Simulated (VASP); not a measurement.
# BN in VASP: density of states with PBE+D3(BJ)

Aim: the density of states of BN with PBE+D3(BJ).

Program: VASP 6.6.1. These are calculated values, not measurements. Logs are shortened: lines on timing, memory, paths and dates and some standing lists are left out, and cuts for length are marked.

## Step 1: The cell of the first run

The cell holds an amorphous packing of atoms, 10 atoms: a = 5.909 Å, b = 4.438 Å, c = 4.431 Å, α = 70.00°, β = 126.99°, γ = 113.70°.

## Step 2: Density of states, PBE+D3(BJ)

POSCAR reads:

```
BN
1.0
    5.6431430000     -0.9239900000     -1.4873000000
   -1.0128710000      4.2813030000      0.5845670000
   -1.6132770000      0.6324080000      4.0782250000
B N
5 5
Direct
    0.4049108749      0.7142909120      0.1120713718
    0.7677329067      0.4448524252      0.2824260994
    0.9372977020      0.3119664405      0.9534376676
    0.9371580562      0.9432000691      0.5843591228
    0.4048107475      0.2520988402      0.6499187576
    0.7172812499      0.3910203998      0.9340745300
    0.2528986155      0.4112081410      0.2609525241
    0.8628837266      0.2080875723      0.6141013402
    0.7178653920      0.7429437281      0.2860984259
    0.2528753303      0.9509396292      0.8008200394
```

INCAR.step1 reads:

```
SYSTEM = BN
PREC = Accurate ; ENCUT = 520
EDIFF = 1E-6 ; ISMEAR = 0
SIGMA = 0.02 ; LREAL = .FALSE.
LASPH = .TRUE. ; NELM = 60
ALGO = Normal ; ISIF = 2
LWAVE = .FALSE. ; LCHARG = .TRUE.
GGA = PE ; IVDW = 12
NBANDS = 31
```

KPOINTS.step1 reads:

```
regular mesh
0
G
  5 6 6
  0 0 0
```

INCAR.step2 reads:

```
SYSTEM = BN
PREC = Accurate ; ENCUT = 520
EDIFF = 1E-6 ; ISMEAR = -5
SIGMA = 0.02 ; LREAL = .FALSE.
LASPH = .TRUE. ; NELM = 60
ALGO = Normal ; ISIF = 2
LWAVE = .FALSE. ; LCHARG = .FALSE.
GGA = PE ; IVDW = 12
LORBIT = 11 ; NEDOS = 2001
ICHARG = 11
```

KPOINTS.step2 reads:

```
regular mesh
0
G
  8 9 9
  0 0 0
```

Potentials or basis: VASP PAW PBE potentials, release 64 (B, N).

Started as:

```bash
$ cat potpaw_PBE.64/B/POTCAR potpaw_PBE.64/N/POTCAR > POTCAR
$ cp INCAR.step1 INCAR
$ cp KPOINTS.step1 KPOINTS
$ mpirun -np 1 vasp_std > vasp.out
$ cp INCAR.step2 INCAR
$ cp KPOINTS.step2 KPOINTS
$ mpirun -np 1 vasp_std > vasp.out
```

OUTCAR:

```text
SYSTEM = BN
   PREC = Accurate
   ENCUT = 520
   EDIFF = 1E-6
   ISMEAR = -5
   LREAL = .FALSE.
   LASPH = .TRUE.
   NELM = 60
   ISIF = 2
   GGA = PE
   IVDW = 12
   LORBIT = 11
   ICHARG = 11
 IVDW          = 12

 ion  position               nearest neighbor table
   1  0.405  0.714  0.112-  10 1.45   7 1.48   9 1.48
   2  0.768  0.445  0.282-   8 1.42   6 1.47   9 1.47
   3  0.937  0.312  0.953-   6 1.43   8 1.48   7 1.49
   4  0.937  0.943  0.584-   9 1.43   8 1.48  10 1.49
   5  0.405  0.252  0.650-   7 1.45  10 1.48   6 1.48
   6  0.717  0.391  0.934-   3 1.43   2 1.47   5 1.48
   7  0.253  0.411  0.261-   5 1.45   1 1.48   3 1.49
   8  0.863  0.208  0.614-   2 1.42   3 1.48   4 1.48
   9  0.718  0.743  0.286-   4 1.43   2 1.47   1 1.48
  10  0.253  0.951  0.801-   1 1.45   5 1.48   4 1.49

  LATTYP: Found a triclinic cell.
 ALAT       =     4.7997637855
 B/A-ratio  =     1.4785929583
 C/A-ratio  =     1.8157106009
 COS(alpha) =     0.0080141445
 COS(beta)  =     0.5523065423
 COS(gamma) =     0.7883307497

  Lattice vectors:

 A1 = (  -4.0298660000,   0.2915820000,  -2.5909250000)
 A2 = (  -5.0427370000,   4.5728850000,  -2.0063580000)
 A3 = (  -1.4037180000,  -4.6221290000,  -7.2537170000)

Analysis of symmetry for initial positions (statically):
=====================================================================
 Subroutine PRICEL returns:
 Original cell was already a primitive cell.

 Routine SETGRP: Setting up the symmetry group for a
 triclinic supercell.

 Subroutine GETGRP returns: Found  1 space group operations
 (whereof  1 operations were pure point group operations)
 out of a pool of  2 trial point group operations.

The static configuration has the point symmetry C_1 .

Analysis of symmetry for dynamics (positions and initial velocities):
=====================================================================
 Subroutine PRICEL returns:
 Original cell was already a primitive cell.

 Routine SETGRP: Setting up the symmetry group for a
 triclinic supercell.

 Subroutine GETGRP returns: Found  1 space group operations
 (whereof  1 operations were pure point group operations)
 out of a pool of  2 trial point group operations.

The dynamic configuration has the point symmetry C_1 .

 Subroutine INISYM returns: Found  1 space group operations
 (whereof  1 operations are pure point group operations),
 and found     1 'primitive' translations

----------------------------------------------------------------------------------------

                                     Primitive cell

  volume of cell :      84.1784

  direct lattice vectors                    reciprocal lattice vectors
     5.643143000 -0.923990000 -1.487300000     0.203026309  0.037867754  0.074441651
    -1.012871000  4.281303000  0.584567000     0.033591258  0.244891531 -0.024687054
    -1.613277000  0.632408000  4.078225000     0.069227345 -0.021292302  0.275891670

  length of vectors
     5.908543114  4.438150698  4.431085838     0.219534071  0.248414342  0.285240251

  position of ions in fractional coordinates (direct lattice)
     0.404910875  0.714290912  0.112071372
     0.767732907  0.444852425  0.282426099
     0.937297702  0.311966441  0.953437668
     0.937158056  0.943200069  0.584359123
     0.404810748  0.252098840  0.649918758
     0.717281250  0.391020400  0.934074530
     0.252898616  0.411208141  0.260952524
     0.862883727  0.208087572  0.614101340
     0.717865392  0.742943728  0.286098426
     0.252875330  0.950939629  0.800820039

  ion indices of the primitive-cell ions
   primitive index   ion index
                 1           1
                 2           2
                 3           3
                 4           4
                 5           5
                 6           6
                 7           7
                 8           8
                 9           9
                10          10

----------------------------------------------------------------------------------------

 KPOINTS: regular mesh

Automatic generation of k-mesh.
 Grid dimensions read from file:
 generate k-points for:    8    9    9

 Generating k-lattice:

  Cartesian coordinates                     Fractional coordinates (reciprocal lattice)
     0.025378289  0.004733469  0.009305206     0.125000000  0.000000000  0.000000000
     0.003732362  0.027210170 -0.002743006     0.000000000  0.111111111 -0.000000000
     0.007691927 -0.002365811  0.030654630     0.000000000  0.000000000  0.111111111

  Length of vectors
     0.027441759  0.027601594  0.031693361

  Shift w.r.t. Gamma in fractional coordinates (k-lattice)
     0.000000000  0.000000000  0.000000000

 TETIRR: Found   1942 inequivalent tetrahedra from     3888

 Subroutine IBZKPT returns following result:
 ===========================================

 Found    325 irreducible k-points:

 Following reciprocal coordinates:
            Coordinates               Weight
  0.000000  0.000000  0.000000      1.000000
  0.125000 -0.000000  0.000000      2.000000
  0.250000 -0.000000  0.000000      2.000000
  0.375000 -0.000000  0.000000      2.000000
  0.500000 -0.000000  0.000000      1.000000
 -0.000000  0.111111  0.000000      2.000000
[... 16 lines left out ...]
  0.125000  0.333333 -0.000000      2.000000
  0.250000  0.333333  0.000000      2.000000
 [... further k-points ...]
   k-points           NKPTS =    325   k-points in BZ     NKDIM =    325   number of bands    NBANDS=     26
   number of dos      NEDOS =   2001   number of ions     NIONS =     10
   total plane-waves  NPLWV =  62208
   dimension x,y,z NGX =    48 NGY =   36 NGZ =   36
   dimension x,y,z NGXF=    96 NGYF=   72 NGZF=   72
   ions per type =               5   5
   NGX,Y,Z   is equivalent  to a cutoff of  13.51, 13.49, 13.51 a.u.
   NGXF,Y,Z  is equivalent  to a cutoff of  27.01, 26.97, 27.01 a.u.
 SYSTEM =  BN
   PREC   = accura    normal or accurate (medium, high low for compatibility)
   ISTART =      0    job   : 0-new  1-cont  2-samecut
   ICHARG =     11    charge: 1-file 2-atom 10-const
   ISPIN  =      1    spin polarized calculation?
   LNONCOLLINEAR =      F non collinear calculations
   LSORBIT =      F    spin-orbit coupling
   LASPH  =      T    aspherical Exc in radial PAW
   ENCUT  =  520.0 eV  38.22 Ry    6.18 a.u.  10.99  8.25  8.24*2*pi/ulx,y,z
   NELM   =     60;   NELMIN=  2; NELMDL=  0     # of ELM steps
   EDIFF  = 0.1E-05   stopping-criterion for ELM
   LREAL  =      F    real-space projection
   EDIFFG = 0.1E-04   stopping-criterion for IOM
   NSW    =      0    number of steps for IOM
   IBRION =     -1    ionic relax: 0-MD 1-quasi-New 2-CG
   NFREE  =      0    steps in history (QN), initial steepest desc. (CG)
   ISIF   =      2    stress and relaxation
   ISYM   =      2    0-nonsym 1-usesym 2-fastsym
   POTIM  = 0.5000    time-step for ionic-motion
   TEBEG  =    0.0;   TEEND  =   0.0 temperature during run
   PSTRESS=    0.0 pullay stress
   NELECT =      40.0000    total number of electrons
   NUPDOWN=      -1.0000    fix difference up-down
   EMIN   =  10.00;   EMAX   =-10.00  energy-range for DOS
   EFERMI =   0.00;   METHOD = LEGACY
   ISMEAR =    -5;   SIGMA  =   0.02  broadening in eV -4-tet -1-fermi 0-gaus
   EFERMI_NEDOS =   21; number of points for ismear=-14 and -15
   IALGO  =     38    algorithm
   IMIX   =      4    mixing-type and parameters
     AMIX     =   0.40;   BMIX     =  1.00
     AMIX_MAG =   1.60;   BMIX_MAG =  1.00
  volume/ion in A,a.u.               =       8.42        56.81
  Fermi-wavevector in a.u.,A,eV,Ry     =   1.277501  2.414127 22.204828  1.632009
  Thomas-Fermi vector in A             =   2.410097
   LORBIT       =     11    0 simple, 1 ext, 2 COOP (PROOUT), +10 PAW based schemes
   GGA     = PE    functional components
   LHFCALC =     F    Hartree Fock is set to
   AEXX    =    0.0000 exact exchange contribution
   IVDW    =    12    specifies the selected vdW correction
   LEPSILON=     F    determine dielectric tensor
   LRPA    =     F    only Hartree local field effects (RPA)
 non-spin polarized calculation
 Fermi weights with tetrahedron method with Bloechl corrections
  energy-cutoff  :      520.00
  volume of cell :       84.18
 maximum number of plane-waves:      2292
 NGX is ok and might be reduce to    48

 number of electron      39.9999999 magnetization

 Free energy of the ion-electron system (eV)
  ---------------------------------------------------
  ext. energy  EPLUGINS =         0.00000000
  ---------------------------------------------------
  free energy    TOTEN  =       -84.07843336 eV

  energy without entropy =      -84.07843336  energy(sigma->0) =      -84.07843336

 E-fermi :   3.8655     XC(G=0): -10.5274

 val. band max:        3.8520708732   @ k =   0.5000   0.4444   0.4444
 cond. band min:       6.0656614044   @ k =   0.5000  -0.0000   0.0000
 fundamental gap:      2.2135905313
 Fermi energy:         3.8655143660

 k-point     1 :       0.0000    0.0000    0.0000
  band No.  band energies     occupation
      1     -14.9659      2.00000
      2     -12.1875      2.00000
      3     -11.7656      2.00000
      4     -11.4361      2.00000
      5     -11.3960      2.00000
      6      -5.6087      2.00000
[... 18 lines left out ...]
     25      10.8236      0.00000
     26      11.3906      0.00000

 k-point     2 :       0.1250   -0.0000    0.0000
  band No.  band energies     occupation
      1     -14.9038      2.00000
      2     -12.4042      2.00000
      3     -11.8312      2.00000
      4     -11.3480      2.00000
      5     -11.3194      2.00000
      6      -5.6903      2.00000
[... 18 lines left out ...]
     25      10.8576      0.00000
     26      11.2813      0.00000

 k-point     3 :       0.2500   -0.0000    0.0000
  band No.  band energies     occupation
      1     -14.7227      2.00000
      2     -12.8547      2.00000
      3     -11.9378      2.00000
      4     -11.2291      2.00000
      5     -11.1866      2.00000
      6      -5.8028      2.00000
[... 18 lines left out ...]
     25      10.9173      0.00000
     26      11.1142      0.00000

 k-point     4 :       0.3750   -0.0000    0.0000
  band No.  band energies     occupation
      1     -14.4503      2.00000
      2     -13.3356      2.00000
      3     -12.0147      2.00000
      4     -11.1597      2.00000
      5     -11.0841      2.00000
      6      -5.8407      2.00000
[... 18 lines left out ...]
     25      10.8429      0.00000
     26      11.0396      0.00000
[... 496 lines left out ...]
      1     -14.4642      2.00000
      2     -12.9307      2.00000
      3     -12.0035      2.00000
      4     -11.5785      2.00000
      5     -11.2694      2.00000
      6      -5.5335      2.00000
[... 18 lines left out ...]
     25      10.4226      0.00000
     26      11.3804      0.00000

 k-point    23 :       0.1250    0.3333   -0.0000
  band No.  band energies     occupation
      1     -14.3332      2.00000
      2     -13.0162      2.00000
      3     -12.3466      2.00000
      4     -11.5033      2.00000
      5     -11.1148      2.00000
      6      -5.3879      2.00000
[... 18 lines left out ...]
     25      10.4999      0.00000
     26      11.6383      0.00000

 k-point    24 :       0.2500    0.3333    0.0000
  band No.  band energies     occupation
      1     -14.1092      2.00000
      2     -13.0065      2.00000
      3     -12.8009      2.00000
      4     -11.4709      2.00000
      5     -11.0545      2.00000
      6      -5.4092      2.00000
[... 18 lines left out ...]
     25      10.4271      0.00000
     26      11.9403      0.00000

 [... further k-points ...]

------------------------ aborting loop because EDIFF is reached ----------------------------------------

 Edisp (eV)   -1.53324

 E8    (eV) :    -0.4531

  FORCE on cell =-STRESS in cart. coord.  units (eV):
  Direction    XX          YY          ZZ          XY          YZ          ZX
  --------------------------------------------------------------------------------------
  -------------------------------------------------------------------------------------
  Total       0.14946    -0.01782     0.12369    -0.01873    -0.15546     0.07651
  in kB       2.84465    -0.33911     2.35418    -0.35640    -2.95893     1.45614
  external pressure =        1.62 kB  Pullay stress =        0.00 kB

 VOLUME and BASIS-vectors are now :
 -----------------------------------------------------------------------------
  energy-cutoff  :      520.00
  volume of cell :       84.18
      direct lattice vectors                 reciprocal lattice vectors
     5.643143000 -0.923990000 -1.487300000     0.203026309  0.037867754  0.074441651
    -1.012871000  4.281303000  0.584567000     0.033591258  0.244891531 -0.024687054
    -1.613277000  0.632408000  4.078225000     0.069227345 -0.021292302  0.275891670

 POSITION                                       TOTAL-FORCE (eV/Angst)
 -----------------------------------------------------------------------------------
      1.38068      2.75484      0.27238         0.015017      0.044994     -0.004087
      3.42622      1.37378      0.26999        -0.019012      0.016597     -0.028674
      3.43516      1.07253      2.67666        -0.065330      0.006649      0.018684
      3.39044      3.54175      1.54068        -0.034278     -0.052730     -0.030456
      0.98056      1.11628      2.19581         0.036429      0.012732     -0.026075
      2.14475      1.60203      2.97113         0.063463     -0.034348     -0.053959
      0.58965      1.69186      0.92847        -0.046657      0.020565      0.096711
      3.66789      0.48195      1.34272         0.020434      0.014714      0.001926
      2.83695      2.69840      0.53339         0.003900      0.074724      0.047765
     -0.82811      4.34405      3.44571         0.026034     -0.103897     -0.021834
 -----------------------------------------------------------------------------------
    total drift:                               -0.000224      0.000197     -0.000066

  FREE ENERGIE OF THE ION-ELECTRON SYSTEM (eV)
  ---------------------------------------------------
  free  energy   TOTEN  =       -85.6116736452 eV

  energy  without entropy=      -85.6116736452  energy(sigma->0) =      -85.61167365

 total charge

# of ion       s       p       d       tot
------------------------------------------
    1        0.723   1.343   0.000   2.066
    2        0.741   1.380   0.000   2.121
    3        0.730   1.350   0.000   2.080
    4        0.730   1.350   0.000   2.080
    5        0.723   1.342   0.000   2.066
    6        1.227   2.790   0.000   4.018
    7        1.222   2.759   0.000   3.981
    8        1.230   2.785   0.000   4.015
    9        1.227   2.790   0.000   4.017
   10        1.222   2.760   0.000   3.982
--------------------------------------------------
tot          9.775  20.651   0.000  30.426
```

Run time: 4.6 min. Hardware: 1 thread of Intel Xeon 6975P-C (Granite Rapids), shared host; peak memory 0.62 GiB.

Results:

- Valence electrons inside the program's atomic spheres: B 2.07, 2.12, 2.08; N 4.02, 3.98, 4.01
- Dispersion energy per atom: -0.153 eV
